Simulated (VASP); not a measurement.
# CdSe (krp) (F-43m) in VASP: relaxation of cell and atoms with RPBE

Aim: the relaxation of cell and atoms of CdSe (krp) with RPBE.

Program: VASP 6.6.1. These are calculated values, not measurements. Logs are shortened: lines on timing, memory, paths and dates and some standing lists are left out, and cuts for length are marked.

## (1) The cell of the first run

It takes space group F-43m (No. 216, cubic). The conventional cell has a = 6.285 Å, b = 6.285 Å, c = 6.285 Å, α = 90.00°, β = 90.00°, γ = 90.00°. Within 3.6 Å of Cd (site symmetry -43m) lie 4 Se at 2.72 Å. Within 3.6 Å of Se (site symmetry -43m) lie 4 Cd at 2.72 Å.

## (2) Relaxation of cell and atoms, RPBE

INCAR reads:

```
SYSTEM = CdSe
  PREC = Accurate
  ENCUT = 600
  EDIFF = 1E-6
  ISMEAR = 0
  SIGMA = 0.02
  LREAL = .FALSE.
  LASPH = .TRUE.
  NELM = 100
  ALGO = Normal
  ISIF = 3
  LWAVE = .FALSE.
  LCHARG = .FALSE.
  GGA = RP
  IBRION = 2
  NSW = 100
  EDIFFG = -0.002
```

KPOINTS reads:

```
Automatic mesh
0
G
  10 10 10
  0 0 0
```

POSCAR reads:

```
CdSe
1.0
    0.0000000000      3.1422782681      3.1422782681
    3.1422782681      0.0000000000      3.1422782681
    3.1422782681      3.1422782681      0.0000000000
Cd Se
1 1
Direct
    0.0000000000      0.0000000000      0.0000000000
    0.2500000000      0.2500000000      0.2500000000
```

Potentials or basis: VASP PAW PBE potentials, release 64 (Cd, Se).

Started as:

```sh
$ cat potpaw_PBE.64/Cd/POTCAR potpaw_PBE.64/Se/POTCAR > POTCAR
$ mpirun -np 1 vasp_std > vasp.out
```

OUTCAR:

```text
SYSTEM = CdSe
   PREC = Accurate
   ENCUT = 600
   EDIFF = 1E-6
   ISMEAR = 0
   LREAL = .FALSE.
   LASPH = .TRUE.
   NELM = 100
   ISIF = 3
   GGA = RP
   IBRION = 2
   NSW = 100
   EDIFFG = -0.002

 ion  position               nearest neighbor table
   1  0.000  0.000  0.000-   2 2.72   2 2.72   2 2.72   2 2.72
   2  0.250  0.250  0.250-   1 2.72   1 2.72   1 2.72   1 2.72

  LATTYP: Found a face centered cubic cell.
 ALAT       =     6.2845565362

  Lattice vectors:

 A1 = (   0.0000000000,   3.1422782681,   3.1422782681)
 A2 = (   3.1422782681,   0.0000000000,   3.1422782681)
 A3 = (   3.1422782681,   3.1422782681,   0.0000000000)

Analysis of symmetry for initial positions (statically):
=====================================================================
 Subroutine PRICEL returns:
 Original cell was already a primitive cell.

 Routine SETGRP: Setting up the symmetry group for a
 face centered cubic supercell.

 Subroutine GETGRP returns: Found 24 space group operations
 (whereof 24 operations were pure point group operations)
 out of a pool of 48 trial point group operations.

The static configuration has the point symmetry T_d .

Analysis of symmetry for dynamics (positions and initial velocities):
=====================================================================
 Subroutine PRICEL returns:
 Original cell was already a primitive cell.

 Routine SETGRP: Setting up the symmetry group for a
 face centered cubic supercell.

 Subroutine GETGRP returns: Found 24 space group operations
 (whereof 24 operations were pure point group operations)
 out of a pool of 48 trial point group operations.

The dynamic configuration has the point symmetry T_d .

 Subroutine INISYM returns: Found 24 space group operations
 (whereof 24 operations are pure point group operations),
 and found     1 'primitive' translations

----------------------------------------------------------------------------------------

                                     Primitive cell

  volume of cell :      62.0532

  direct lattice vectors                    reciprocal lattice vectors
     0.000000000  3.142278268  3.142278268    -0.159120217  0.159120217  0.159120217
     3.142278268  0.000000000  3.142278268     0.159120217 -0.159120217  0.159120217
     3.142278268  3.142278268  0.000000000     0.159120217  0.159120217 -0.159120217

  length of vectors
     4.443852543  4.443852543  4.443852543     0.275604300  0.275604300  0.275604300

  position of ions in fractional coordinates (direct lattice)
     0.000000000  0.000000000  0.000000000
     0.250000000  0.250000000  0.250000000

  ion indices of the primitive-cell ions
   primitive index   ion index
                 1           1
                 2           2

----------------------------------------------------------------------------------------

 KPOINTS: Automatic mesh

Automatic generation of k-mesh.
 Grid dimensions read from file:
 generate k-points for:   10   10   10

 Generating k-lattice:

  Cartesian coordinates                     Fractional coordinates (reciprocal lattice)
    -0.015912022  0.015912022  0.015912022     0.100000000  0.000000000  0.000000000
     0.015912022 -0.015912022  0.015912022     0.000000000  0.100000000  0.000000000
     0.015912022  0.015912022 -0.015912022     0.000000000  0.000000000  0.100000000

  Length of vectors
     0.027560430  0.027560430  0.027560430
[... 54 lines left out ...]
   EDIFF  = 0.1E-05   stopping-criterion for ELM
   LREAL  =      F    real-space projection
   EDIFFG = -.2E-02   stopping-criterion for IOM
   NSW    =    100    number of steps for IOM
   IBRION =      2    ionic relax: 0-MD 1-quasi-New 2-CG
   NFREE  =      1    steps in history (QN), initial steepest desc. (CG)
   ISIF   =      3    stress and relaxation
   ISYM   =      2    0-nonsym 1-usesym 2-fastsym
   POTIM  = 0.5000    time-step for ionic-motion
   TEBEG  =    0.0;   TEEND  =   0.0 temperature during run
   PSTRESS=    0.0 pullay stress
   NELECT =      18.0000    total number of electrons
   NUPDOWN=      -1.0000    fix difference up-down
   EMIN   =  10.00;   EMAX   =-10.00  energy-range for DOS
   EFERMI =   0.00;   METHOD = LEGACY
   ISMEAR =     0;   SIGMA  =   0.02  broadening in eV -4-tet -1-fermi 0-gaus
   EFERMI_NEDOS =   21; number of points for ismear=-14 and -15
   IALGO  =     38    algorithm
   IMIX   =      4    mixing-type and parameters
     AMIX     =   0.40;   BMIX     =  1.00
     AMIX_MAG =   1.60;   BMIX_MAG =  1.00
  volume/ion in A,a.u.               =      31.03       209.38
  Fermi-wavevector in a.u.,A,eV,Ry     =   1.083705  2.047905 15.978903  1.174416
  Thomas-Fermi vector in A             =   2.219777
   LORBIT       =      0    0 simple, 1 ext, 2 COOP (PROOUT), +10 PAW based schemes
   GGA     = RP    functional components
   LHFCALC =     F    Hartree Fock is set to
   AEXX    =    0.0000 exact exchange contribution
   IVDW    =     0    specifies the selected vdW correction
   LEPSILON=     F    determine dielectric tensor
   LRPA    =     F    only Hartree local field effects (RPA)
 conjugate gradient relaxation of ions
 non-spin polarized calculation
 Gauss-broadening in eV      SIGMA  =   0.02
  energy-cutoff  :      600.00
  volume of cell :       62.05
 maximum number of plane-waves:      2090
   NGX = 17   NGY = 17   NGZ = 17

--------------------------------------- Ionic step        1  -------------------------------------------

 number of electron      18.0000003 magnetization

 Free energy of the ion-electron system (eV)
  ---------------------------------------------------
  ext. energy  EPLUGINS =         0.00000000
  ---------------------------------------------------
  free energy    TOTEN  =        -4.87975280 eV

  energy without entropy =       -4.87975280  energy(sigma->0) =       -4.87975280

------------------------ aborting loop because EDIFF is reached ----------------------------------------

  FORCE on cell =-STRESS in cart. coord.  units (eV):
  Direction    XX          YY          ZZ          XY          YZ          ZX
  --------------------------------------------------------------------------------------
  -------------------------------------------------------------------------------------
  Total        0.0599977      0.0599977      0.0599977      0.0000000      0.0000000      0.0000000
  in kB        1.5491066      1.5491066      1.5491066      0.0000000      0.0000000      0.0000000
  external PRESSURE =       1.5491066 kB  Pullay stress =       0.0000000 kB

 VOLUME and BASIS-vectors are now :
 -----------------------------------------------------------------------------
  energy-cutoff  :      600.00
  volume of cell :       62.05
      direct lattice vectors                 reciprocal lattice vectors
     0.000000000  3.142278268  3.142278268    -0.159120217  0.159120217  0.159120217
     3.142278268  0.000000000  3.142278268     0.159120217 -0.159120217  0.159120217
     3.142278268  3.142278268  0.000000000     0.159120217  0.159120217 -0.159120217

 POSITION                                       TOTAL-FORCE (eV/Angst)
 -----------------------------------------------------------------------------------
      0.00000      0.00000      0.00000        -0.000000     -0.000000     -0.000000
      1.57114      1.57114      1.57114         0.000000      0.000000      0.000000
 -----------------------------------------------------------------------------------
    total drift:                               -0.000000     -0.000000     -0.000000

  FREE ENERGIE OF THE ION-ELECTRON SYSTEM (eV)
  ---------------------------------------------------
  free  energy   TOTEN  =        -4.8797528027 eV

  energy  without entropy=       -4.8797528027  energy(sigma->0) =       -4.87975280

--------------------------------------- Ionic step        2  -------------------------------------------

 number of electron      18.0000004 magnetization

 Free energy of the ion-electron system (eV)
  ---------------------------------------------------
  ext. energy  EPLUGINS =         0.00000000
  ---------------------------------------------------
  free energy    TOTEN  =        -4.87987186 eV

  energy without entropy =       -4.87987186  energy(sigma->0) =       -4.87987186

 E-fermi :   0.4440     XC(G=0):  -8.1714

 val. band max:        0.3086855813   @ k =   0.0000   0.0000   0.0000
 cond. band min:       0.8770391907   @ k =   0.0000   0.0000   0.0000
 fundamental gap:      0.5683536094
 Fermi energy:         0.4440134708

 k-point     1 :       0.0000    0.0000    0.0000
  band No.  band energies     occupation
      1     -11.7144      2.00000
      2      -7.3479      2.00000
      3      -7.3479      2.00000
      4      -7.3479      2.00000
      5      -7.0763      2.00000
      6      -7.0763      2.00000
      7       0.3087      2.00000
      8       0.3087      2.00000
      9       0.3087      2.00000
     10       0.8770      0.00000
     11       6.3040      0.00000
     12       6.3040      0.00000
     13       6.3040      0.00000
[... 354 lines left out ...]
  band No.  band energies     occupation
      1     -11.4139      2.00000
      2      -7.2199      2.00000
      3      -7.2062      2.00000
      4      -7.1602      2.00000
      5      -7.0441      2.00000
      6      -6.9292      2.00000
      7      -2.8199      2.00000
      8      -1.0310      2.00000
      9      -0.8983      2.00000
     10       3.9696      0.00000
     11       4.4336      0.00000
     12       7.8737      0.00000
     13       8.6808      0.00000

 [... further k-points ...]
[... 5 lines left out ...]
  --------------------------------------------------------------------------------------
  -------------------------------------------------------------------------------------
  Total       -0.0013493     -0.0013493     -0.0013493     -0.0000000     -0.0000000      0.0000000
  in kB       -0.0346872     -0.0346872     -0.0346872     -0.0000000     -0.0000000      0.0000000
  external PRESSURE =      -0.0346872 kB  Pullay stress =       0.0000000 kB

 VOLUME and BASIS-vectors are now :
 -----------------------------------------------------------------------------
  energy-cutoff  :      600.00
  volume of cell :       62.32
      direct lattice vectors                 reciprocal lattice vectors
     0.000000000  3.146825849  3.146825849    -0.158890267  0.158890267  0.158890267
     3.146825849  0.000000000  3.146825849     0.158890267 -0.158890267  0.158890267
     3.146825849  3.146825849 -0.000000000     0.158890267  0.158890267 -0.158890267

 POSITION                                       TOTAL-FORCE (eV/Angst)
 -----------------------------------------------------------------------------------
      6.29365      6.29365      6.29365        -0.000000     -0.000000     -0.000000
      1.57341      1.57341      1.57341         0.000000      0.000000      0.000000
 -----------------------------------------------------------------------------------
    total drift:                               -0.000000     -0.000000     -0.000000

  FREE ENERGIE OF THE ION-ELECTRON SYSTEM (eV)
  ---------------------------------------------------
  free  energy   TOTEN  =        -4.8798718554 eV

  energy  without entropy=       -4.8798718554  energy(sigma->0) =       -4.87987186

 reached required accuracy - stopping structural energy minimisation
```

Run time: 29 s. Hardware: 1 thread of Intel Xeon 6975P-C (Granite Rapids), shared host; peak memory 0.24 GiB.

What came out:

```yaml
Free_energy: -4.8799 eV
Relaxed_volume: 31.16 Å³/atom
Relaxed_cell: a = 4.450 Å, b = 4.450 Å, c = 4.450 Å, α = 60.00°, β = 60.00°, γ = 60.00°
Space_group_after_relaxing_to_0.05_Å: F-43m (No. 216)
Energy_gained_by_relaxing: 0.1 meV/atom
Ionic_steps: 2
Pressure_after_relaxing: 0.0 GPa
Band_gap_on_the_k_mesh: 0.57 eV, direct
```

The path:
| step | energy change (eV) | largest force (eV/Å) | pressure (GPa) | volume (Å³) |
| --- | --- | --- | --- | --- |
| 1 | 0.0000 | 0.0000 | 0.15 | 62.05 |
| 2 | -0.0001 | 0.0000 | 0.00 | 62.32 |

Final structure:
```yaml
crystal:
  lattice:
    - [0.00000, 3.14683, 3.14683]
    - [3.14683, 0.00000, 3.14683]
    - [3.14683, 3.14683, 0.00000]
  atoms:
    - { symbol: Cd, position: [0.00000, 0.00000, 0.00000] }
    - { symbol: Se, position: [0.25000, 0.25000, 0.25000] }
```

Levels at points of the mesh, in eV from the valence-band top:
```csv
k point,band 6,band 7,band 8,band 9,band 10,band 11,band 12,band 13
"(0.00, 0.00, 0.00)",-7.38,0.00,0.00,0.00,0.57,6.00,6.00,6.00
"(0.50, 0.00, 0.00)",-7.16,-3.77,-0.61,-0.61,2.38,6.49,6.49,7.31
"(0.50, 0.50, 0.00)",-7.10,-3.59,-1.51,-1.51,3.50,3.72,8.88,9.73
```

Caveat: the PAW data sets were made with another functional, which shifts forces and pressure a little.
